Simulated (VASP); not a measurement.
# TlBr (Pm-3m) in VASP: further runs, part 2 of 2

VASP 6.6.1.

## Step 3: Single point, r2SCAN, non-collinear spin, zero start, spin-orbit coupling (32.85 Å³/atom)

This run uses another cell than the first one, of 32.85 Å³/atom.

POSCAR reads:

```
TlBr
1.0
    4.0350941169      0.0000000000      0.0000000000
    0.0000000000      4.0350941169      0.0000000000
    0.0000000000      0.0000000000      4.0350941169
Tl Br
1 1
Direct
    0.0000000000      0.0000000000      0.0000000000
    0.5000000000      0.5000000000      0.5000000000
```

INCAR.step1 reads:

```
SYSTEM = TlBr
PREC     = Accurate       ! precision mode
ENCUT    = 550            ! plane-wave cutoff, eV
ISMEAR   = 0              ! smearing method
SIGMA    = 0.05           ! smearing width, eV
LREAL    = .FALSE.        ! projectors in reciprocal space
LASPH    = .TRUE.         ! aspherical terms in the spheres
NELM     = 200            ! most SCF steps
LNONCOLLINEAR= .TRUE.         ! non-collinear magnetism
MAGMOM   = 0 0 0 0 0 0    ! initial moments
LSORBIT  = .TRUE.         ! spin-orbit coupling
GGA_COMPAT= .FALSE.      
NBANDS   = 32             ! bands
GGA      = PE             ! functional
ALGO     = Normal         ! electronic algorithm
EDIFF    = 1E-5           ! SCF threshold, eV
LWAVE    = .TRUE.         ! write WAVECAR
LCHARG   = .FALSE.        ! write CHGCAR
```

INCAR.step2 reads:

```
SYSTEM = TlBr
PREC     = Accurate       ! precision mode
ENCUT    = 550            ! plane-wave cutoff, eV
EDIFF    = 1E-6           ! SCF threshold, eV
ISMEAR   = 0              ! smearing method
SIGMA    = 0.05           ! smearing width, eV
LREAL    = .FALSE.        ! projectors in reciprocal space
LASPH    = .TRUE.         ! aspherical terms in the spheres
NELM     = 200            ! most SCF steps
ALGO     = Normal         ! electronic algorithm
ISIF     = 2              ! what is computed and relaxed
LWAVE    = .FALSE.        ! write WAVECAR
LCHARG   = .FALSE.        ! write CHGCAR
LNONCOLLINEAR= .TRUE.         ! non-collinear magnetism
MAGMOM   = 0 0 0 0 0 0    ! initial moments
LORBIT   = 11             ! projections on sites
LSORBIT  = .TRUE.         ! spin-orbit coupling
GGA_COMPAT= .FALSE.      
LORBMOM  = .TRUE.       
METAGGA  = R2SCAN         ! meta-GGA
LMIXTAU  = .TRUE.       
NBANDS   = 32             ! bands
ISTART   = 1
```

KPOINTS reads:

```
regular mesh
0
G
  6 6 6
  0 0 0
```

Potentials or basis: VASP PAW PBE potentials, release 64 (Tl_d, Br).

Launch:

```sh
$ cat potpaw_PBE.64/Tl_d/POTCAR potpaw_PBE.64/Br/POTCAR > POTCAR
$ cp INCAR.step1 INCAR
$ mpirun -np 1 vasp_ncl > vasp.out
$ cp INCAR.step2 INCAR
$ mpirun -np 1 vasp_ncl > vasp.out
```

OUTCAR:

```text
SYSTEM = TlBr
   PREC = Accurate
   ENCUT = 550
   EDIFF = 1E-6
   ISMEAR = 0
   LREAL = .FALSE.
   LASPH = .TRUE.
   NELM = 200
   ISIF = 2
   LNONCOLLINEAR = .TRUE.
   LORBIT = 11
   LSORBIT = .TRUE.
   METAGGA = R2SCAN
   ISTART = 1

 ion  position               nearest neighbor table
   1  0.000  0.000  0.000-
   2  0.500  0.500  0.500-

  LATTYP: Found a simple cubic cell.
 ALAT       =     4.0350941169

  Lattice vectors:

 A1 = (   4.0350941169,   0.0000000000,   0.0000000000)
 A2 = (   0.0000000000,   4.0350941169,   0.0000000000)
 A3 = (   0.0000000000,   0.0000000000,   4.0350941169)

Analysis of symmetry for initial positions (statically):
[... 984 lines left out ...]
     0.0000003     0.0000001     0.0000000     0.0000001     0.0000000
 l=   3
     0.0000000     0.0000000     0.0000000     0.0000000     0.0000000     0.0000000     0.0000000
     0.0000000     0.0000000     0.0000000     0.0000000     0.0000000     0.0000000     0.0000000
     0.0000000     0.0000000     0.0000000     0.0000000     0.0000000     0.0000000     0.0000000
     0.0000000     0.0000000     0.0000000     0.0000000     0.0000000     0.0000000     0.0000000
     0.0000000     0.0000000     0.0000000     0.0000000     0.0000000     0.0000000     0.0000000
     0.0000000     0.0000000     0.0000000     0.0000000     0.0000000     0.0000000     0.0000000
     0.0000000     0.0000000     0.0000000     0.0000000     0.0000000     0.0000000     0.0000000

 total charge

# of ion       s       p       d       tot
------------------------------------------
    1        1.316   0.116   9.656  11.087
    2        1.608   3.266   0.006   4.880
--------------------------------------------------
tot          2.924   3.381   9.662  15.967

 magnetization (x)

# of ion       s       p       d       tot
------------------------------------------
    1        0.000   0.000  -0.000   0.000
    2        0.000   0.000   0.000   0.000
--------------------------------------------------
tot          0.000   0.000  -0.000   0.000

 magnetization (y)

# of ion       s       p       d       tot
------------------------------------------
    1        0.000   0.000   0.000   0.000
    2        0.000   0.000  -0.000  -0.000
--------------------------------------------------
tot          0.000   0.000   0.000   0.000

 magnetization (z)

# of ion       s       p       d       tot
------------------------------------------
    1        0.000   0.000   0.000   0.000
    2        0.000   0.000   0.000   0.000
--------------------------------------------------
tot          0.000   0.000   0.000   0.000
```

OUTCAR.step1:

```text
SYSTEM = TlBr
   PREC = Accurate
   ENCUT = 550
   ISMEAR = 0
   LREAL = .FALSE.
[... 981 lines left out ...]
     0.0000000     0.0000000     0.0000000     0.0000000     0.0000000     0.0000000     0.0000000
     0.0000000     0.0000000     0.0000000     0.0000000     0.0000000     0.0000000     0.0000000
     0.0000000     0.0000000     0.0000000     0.0000000     0.0000000     0.0000000     0.0000000
     0.0000000     0.0000000     0.0000000     0.0000000     0.0000000     0.0000000     0.0000000
     0.0000000     0.0000000     0.0000000     0.0000000     0.0000000     0.0000000     0.0000000
     0.0000000     0.0000000     0.0000000     0.0000000     0.0000000     0.0000000     0.0000000

=======================================================================

 ========================================================
```

OSZICAR.step1:

```text
N       E                     dE             d eps       ncg     rms          rms(c)
DAV:   1     0.113978486882E+03    0.11398E+03   -0.98205E+03  1320   0.115E+03
DAV:   2     0.671045621743E-01   -0.11391E+03   -0.10979E+03  1496   0.253E+02
DAV:   3    -0.598746473353E+01   -0.60546E+01   -0.60219E+01  1552   0.488E+01
DAV:   4    -0.603866466253E+01   -0.51200E-01   -0.51189E-01  1376   0.512E+00
DAV:   5    -0.603921371289E+01   -0.54905E-03   -0.54904E-03  1544   0.548E-01    0.296E+00
DAV:   6    -0.578084714262E+01    0.25837E+00   -0.31406E-01  1360   0.329E+00    0.182E+00
DAV:   7    -0.575672257742E+01    0.24125E-01   -0.12853E-01  1384   0.168E+00    0.106E+00
DAV:   8    -0.575686754380E+01   -0.14497E-03   -0.10743E-02  1456   0.571E-01    0.586E-01
DAV:   9    -0.575734979519E+01   -0.48225E-03   -0.28456E-03  1400   0.420E-01    0.132E-01
DAV:  10    -0.575726575194E+01    0.84043E-04   -0.58628E-04  1376   0.151E-01    0.481E-02
DAV:  11    -0.575734764245E+01   -0.81891E-04   -0.14579E-04  1384   0.715E-02    0.957E-03
DAV:  12    -0.575735019193E+01   -0.25495E-05   -0.70697E-06  1248   0.171E-02
   1 F= -.57573502E+01 E0= -.57573502E+01  d E =-.739747E-15  mag=    -0.0000     0.0000     0.0000
```

Run time: 9.9 min. Hardware: 1 thread of Oxide Virtual Turin-like, shared host; peak memory 0.36 GiB.

Results:

| Item | Value |
| --- | --- |
| Free energy | -68.5779 eV |
| Pressure | -0.8 GPa |
| Net moment | 0.00 μB per cell |
| Valence electrons inside the program's atomic spheres | Tl 11.09; Br 4.88 |

Moments on the atoms (μB; x, y, z):
```
Tl  0.00 0.00 0.00
Br  0.00 0.00 0.00
```

Caveat: the PAW data sets were made with another functional, which shifts forces and pressure a little.
